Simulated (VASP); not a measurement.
# Mn in VASP: single point with revPBE

Aim: the single point of Mn with revPBE.

Everything below comes from runs of VASP 6.6.1. Logs are shortened: lines on timing, memory, paths and dates and some standing lists are left out, and cuts for length are marked.

**1. The cell of the first run**

The typed cell holds 2 atoms: a = 2.496 Å, b = 2.496 Å, c = 4.033 Å, α = 90.00°, β = 90.00°, γ = 119.99°.

**2. Single point, revPBE**

INCAR

```
PREC = Accurate
ENCUT = 520
EDIFF = 1E-6
ISMEAR = -1
SIGMA = 0.1
LREAL = F
LASPH = T
NELM = 80
ALGO = Normal
ISIF = 2
LWAVE = F
LCHARG = F
GGA = RE
ISYM = 0
NBANDS = 20
```

KPOINTS

```
regular mesh
0
Gamma
  14 14 10
```

POSCAR

```
Mn
1.0
   -1.3788793235      1.6775134591      1.2299342394
    1.6775134591     -1.3788793235      1.2299342394
    2.8108364286      2.8108364286     -0.6829852731
Mn
2
Direct
    0.0416895037      0.9583104963      0.0000000000
    0.7083104963      0.2916895037      0.5000000000
```

Potentials or basis: VASP PAW PBE potentials, release 64 (Mn_pv).

Command:

```console
cat potpaw_PBE.64/Mn_pv/POTCAR > POTCAR
mpirun -np 1 vasp_std > vasp.out
```

OUTCAR:

```text
PREC = Accurate
   ENCUT = 520
   EDIFF = 1E-6
   ISMEAR = -1
   LREAL = F
   LASPH = T
   NELM = 80
   ISIF = 2
   GGA = RE
   ISYM = 0

 ion  position               nearest neighbor table
   1  0.042  0.958  0.000-   2 2.48   2 2.48   2 2.48   2 2.48   2 2.48   2 2.48
   2  0.708  0.292  0.500-   1 2.48   1 2.48   1 2.48   1 2.48   1 2.48   1 2.48

IMPORTANT INFORMATION: All symmetrisations will be switched off!
NOSYMM: (Re-)initialisation of all symmetry stuff for point group C_1.

----------------------------------------------------------------------------------------

                                     Primitive cell

  volume of cell :      21.7562

  direct lattice vectors                    reciprocal lattice vectors
    -1.378879324  1.677513459  1.229934239    -0.115617303  0.211565775  0.394877417
     1.677513459 -1.378879324  1.229934239     0.211565775 -0.115617303  0.394877417
     2.810836429  2.810836429 -0.682985273     0.172786026  0.172786026 -0.041953304

  length of vectors
     2.495615721  2.495615721  4.033369775     0.462661445  0.462661445  0.247931646

  position of ions in fractional coordinates (direct lattice)
     0.041689504  0.958310496  1.000000000
     0.708310496  0.291689504  0.500000000

  ion indices of the primitive-cell ions
   primitive index   ion index
                 1           1
                 2           2

----------------------------------------------------------------------------------------

 KPOINTS: regular mesh

Automatic generation of k-mesh.
 Grid dimensions read from file:
 generate k-points for:   14   14   10

 Generating k-lattice:

  Cartesian coordinates                     Fractional coordinates (reciprocal lattice)
    -0.008258379  0.015111841  0.028205530     0.071428571  0.000000000  0.000000000
     0.015111841 -0.008258379  0.028205530     0.000000000  0.071428571  0.000000000
     0.017278603  0.017278603 -0.004195330     0.000000000  0.000000000  0.100000000

  Length of vectors
     0.033047246  0.033047246  0.024793165

  Shift w.r.t. Gamma in fractional coordinates (k-lattice)
     0.000000000  0.000000000  0.000000000

 Subroutine IBZKPT returns following result:
 ===========================================

 Found    984 irreducible k-points:

 Following reciprocal coordinates:
            Coordinates               Weight
  0.000000  0.000000  0.000000      1.000000
  0.071429 -0.000000 -0.000000      2.000000
  0.000000 -0.071429  0.000000      2.000000
  0.142857  0.000000  0.000000      2.000000
  0.000000 -0.142857  0.000000      2.000000
  0.214286  0.000000 -0.000000      2.000000
[... 16 lines left out ...]
  0.357143  0.071429 -0.000000      2.000000
 -0.071429 -0.357143  0.000000      2.000000
 [... further k-points ...]
   k-points           NKPTS =    984   k-points in BZ     NKDIM =    984   number of bands    NBANDS=     20
   number of dos      NEDOS =    301   number of ions     NIONS =      2
   total plane-waves  NPLWV =  12000
   dimension x,y,z NGX =    20 NGY =   20 NGZ =   30
   dimension x,y,z NGXF=    40 NGYF=   40 NGZF=   60
   ions per type =               2
   NGX,Y,Z   is equivalent  to a cutoff of  13.32, 13.32, 12.37 a.u.
   NGXF,Y,Z  is equivalent  to a cutoff of  26.65, 26.65, 24.73 a.u.
 SYSTEM =  unknown system
   PREC   = accura    normal or accurate (medium, high low for compatibility)
   ISTART =      0    job   : 0-new  1-cont  2-samecut
   ICHARG =      2    charge: 1-file 2-atom 10-const
   ISPIN  =      1    spin polarized calculation?
   LNONCOLLINEAR =      F non collinear calculations
   LSORBIT =      F    spin-orbit coupling
   LASPH  =      T    aspherical Exc in radial PAW
   ENCUT  =  520.0 eV  38.22 Ry    6.18 a.u.   4.64  4.64  7.50*2*pi/ulx,y,z
   NELM   =     80;   NELMIN=  2; NELMDL= -5     # of ELM steps
   EDIFF  = 0.1E-05   stopping-criterion for ELM
   LREAL  =      F    real-space projection
   EDIFFG = 0.1E-04   stopping-criterion for IOM
   NSW    =      0    number of steps for IOM
   IBRION =     -1    ionic relax: 0-MD 1-quasi-New 2-CG
   NFREE  =      0    steps in history (QN), initial steepest desc. (CG)
   ISIF   =      2    stress and relaxation
   ISYM   =      0    0-nonsym 1-usesym 2-fastsym
   POTIM  = 0.5000    time-step for ionic-motion
   TEBEG  =    0.0;   TEEND  =   0.0 temperature during run
   PSTRESS=    0.0 pullay stress
   NELECT =      26.0000    total number of electrons
   NUPDOWN=      -1.0000    fix difference up-down
   EMIN   =  10.00;   EMAX   =-10.00  energy-range for DOS
   EFERMI =   0.00;   METHOD = LEGACY
   ISMEAR =    -1;   SIGMA  =   0.10  broadening in eV -4-tet -1-fermi 0-gaus
   EFERMI_NEDOS =   21; number of points for ismear=-14 and -15
   IALGO  =     38    algorithm
   IMIX   =      4    mixing-type and parameters
     AMIX     =   0.40;   BMIX     =  1.00
     AMIX_MAG =   1.60;   BMIX_MAG =  1.00
  volume/ion in A,a.u.               =      10.88        73.41
  Fermi-wavevector in a.u.,A,eV,Ry     =   1.737288  3.282998 41.064687  3.018169
  Thomas-Fermi vector in A             =   2.810540
   LORBIT       =      0    0 simple, 1 ext, 2 COOP (PROOUT), +10 PAW based schemes
   GGA     = RE    functional components
   LHFCALC =     F    Hartree Fock is set to
   AEXX    =    0.0000 exact exchange contribution
   IVDW    =     0    specifies the selected vdW correction
   LEPSILON=     F    determine dielectric tensor
   LRPA    =     F    only Hartree local field effects (RPA)
 non-spin polarized calculation
  energy-cutoff  :      520.00
  volume of cell :       21.76
 maximum number of plane-waves:       602
   NGX =  9   NGY =  9   NGZ = 15

 number of electron      26.0000033 magnetization

 Free energy of the ion-electron system (eV)
  ---------------------------------------------------
  ext. energy  EPLUGINS =         0.00000000
  ---------------------------------------------------
  free energy    TOTEN  =       -17.07074588 eV

  energy without entropy =      -16.97477923  energy(sigma->0) =      -17.02276255

 E-fermi :  10.2932     XC(G=0): -13.8557

 val. band max:       10.2916454868   @ k =   0.0000   0.2143  -0.3000
 cond. band min:      10.3002874199   @ k =   0.1429   0.1429   0.1000
 fundamental gap:      0.0086419330
 Fermi energy:        10.2931734600

 k-point     1 :       0.0000    0.0000    0.0000
  band No.  band energies     occupation
      1     -38.0078      2.00000
      2     -37.3818      2.00000
      3     -37.3816      2.00000
      4     -37.2806      2.00000
      5     -37.2805      2.00000
      6     -37.2641      2.00000
[... 12 lines left out ...]
     19      19.4567      0.00000
     20      30.8965      0.00000

 k-point     2 :       0.0714   -0.0000   -0.0000
  band No.  band energies     occupation
      1     -37.9957      2.00000
      2     -37.4082      2.00000
      3     -37.3902      2.00000
      4     -37.3082      2.00000
      5     -37.2845      2.00000
      6     -37.2688      2.00000
[... 12 lines left out ...]
     19      19.4574      0.00000
     20      30.5276      0.00000

 k-point     3 :       0.0000   -0.0714    0.0000
  band No.  band energies     occupation
      1     -37.9957      2.00000
      2     -37.4082      2.00000
      3     -37.3902      2.00000
      4     -37.3082      2.00000
      5     -37.2845      2.00000
      6     -37.2688      2.00000
[... 12 lines left out ...]
     19      19.4574      0.00000
     20      30.5276      0.00000

 k-point     4 :       0.1429    0.0000    0.0000
  band No.  band energies     occupation
      1     -37.9605      2.00000
      2     -37.4828      2.00000
      3     -37.4137      2.00000
      4     -37.3845      2.00000
      5     -37.2960      2.00000
      6     -37.2829      2.00000
[... 12 lines left out ...]
     19      19.4681      0.00000
     20      28.7510      0.00000

 k-point     5 :       0.0000   -0.1429    0.0000
  band No.  band energies     occupation
      1     -37.9605      2.00000
      2     -37.4828      2.00000
      3     -37.4137      2.00000
      4     -37.3845      2.00000
      5     -37.2960      2.00000
      6     -37.2829      2.00000
[... 12 lines left out ...]
     19      19.4681      0.00000
     20      28.7510      0.00000

 k-point     6 :       0.2143    0.0000   -0.0000
  band No.  band energies     occupation
      1     -37.9061      2.00000
      2     -37.5914      2.00000
      3     -37.4922      2.00000
      4     -37.4465      2.00000
      5     -37.3135      2.00000
      6     -37.3067      2.00000
[... 12 lines left out ...]
     19      19.5047      0.00000
     20      26.0576      0.00000

 k-point     7 :      -0.0000   -0.2143    0.0000
  band No.  band energies     occupation
      1     -37.9061      2.00000
      2     -37.5914      2.00000
      3     -37.4922      2.00000
      4     -37.4465      2.00000
      5     -37.3135      2.00000
      6     -37.3067      2.00000
[... 12 lines left out ...]
     19      19.5047      0.00000
     20      26.0576      0.00000
[... 277 lines left out ...]
 k-point    20 :      -0.0714   -0.2143    0.0000
  band No.  band energies     occupation
      1     -37.8662      2.00000
      2     -37.6524      2.00000
      3     -37.5733      2.00000
      4     -37.4611      2.00000
      5     -37.3367      2.00000
      6     -37.3259      2.00000
[... 12 lines left out ...]
     19      19.5667      0.00000
     20      24.7407      0.00000

 k-point    21 :       0.2857    0.0714   -0.0000
  band No.  band energies     occupation
      1     -37.7963      2.00000
      2     -37.7673      2.00000
      3     -37.6702      2.00000
      4     -37.5045      2.00000
      5     -37.3634      2.00000
      6     -37.3589      2.00000
[... 12 lines left out ...]
     19      19.4566      0.00000
     20      22.4510      0.00000

 k-point    22 :      -0.0714   -0.2857    0.0000
  band No.  band energies     occupation
      1     -37.7963      2.00000
      2     -37.7673      2.00000
      3     -37.6702      2.00000
      4     -37.5045      2.00000
      5     -37.3634      2.00000
      6     -37.3589      2.00000
[... 12 lines left out ...]
     19      19.4566      0.00000
     20      22.4510      0.00000

 k-point    23 :       0.3571    0.0714   -0.0000
  band No.  band energies     occupation
      1     -37.8600      2.00000
      2     -37.7478      2.00000
      3     -37.7280      2.00000
      4     -37.5372      2.00000
      5     -37.4057      2.00000
      6     -37.3769      2.00000
[... 12 lines left out ...]
     19      20.1415      0.00000
     20      21.8279      0.00000

 k-point    24 :      -0.0714   -0.3571    0.0000
  band No.  band energies     occupation
      1     -37.8600      2.00000
      2     -37.7478      2.00000
      3     -37.7280      2.00000
      4     -37.5372      2.00000
      5     -37.4057      2.00000
      6     -37.3769      2.00000
[... 12 lines left out ...]
     19      20.1415      0.00000
     20      21.8279      0.00000

 [... further k-points ...]

------------------------ aborting loop because EDIFF is reached ----------------------------------------

  FORCE on cell =-STRESS in cart. coord.  units (eV):
  Direction    XX          YY          ZZ          XY          YZ          ZX
  --------------------------------------------------------------------------------------
  -------------------------------------------------------------------------------------
  Total       -0.0030908     -0.0030914      0.0016749     -0.0087788      0.0029502      0.0029504
  in kB       -0.2276117     -0.2276580      0.1233461     -0.6464896      0.2172566      0.2172722
  external PRESSURE =      -0.1106412 kB  Pullay stress =       0.0000000 kB

 VOLUME and BASIS-vectors are now :
 -----------------------------------------------------------------------------
  energy-cutoff  :      520.00
  volume of cell :       21.76
      direct lattice vectors                 reciprocal lattice vectors
    -1.378879324  1.677513459  1.229934239    -0.115617303  0.211565775  0.394877417
     1.677513459 -1.378879324  1.229934239     0.211565775 -0.115617303  0.394877417
     2.810836429  2.810836429 -0.682985273     0.172786026  0.172786026 -0.041953304

 POSITION                                       TOTAL-FORCE (eV/Angst)
 -----------------------------------------------------------------------------------
      1.55009     -1.25146      1.22993         0.000024     -0.000024      0.000000
      0.91806      2.19141      0.88844        -0.000024      0.000024     -0.000000
 -----------------------------------------------------------------------------------
    total drift:                                0.000000     -0.000001     -0.000000

  FREE ENERGIE OF THE ION-ELECTRON SYSTEM (eV)
  ---------------------------------------------------
  free  energy   TOTEN  =       -17.0707458782 eV

  energy  without entropy=      -16.9747792296  energy(sigma->0) =      -17.02276255
```

Run time: 3.1 min. Hardware: 1 thread of Intel Xeon 6975P-C (Granite Rapids), shared host; peak memory 0.41 GiB.

Results:

```yaml
Free_energy: -17.0707 eV
Pressure: 0.0 GPa
Band_gap_on_the_k_mesh: zero (band 13 reaches 11.40 eV, above the bottom of band 14 at 9.28 eV)
```

Stress tensor (GPa, compression positive):
```
-0.02 -0.06  0.02
-0.06 -0.02  0.02
 0.02  0.02  0.01
```

Caveat: the PAW data sets were made with another functional, which shifts forces and pressure a little; the run has no spin polarisation, though such a crystal can be magnetic.
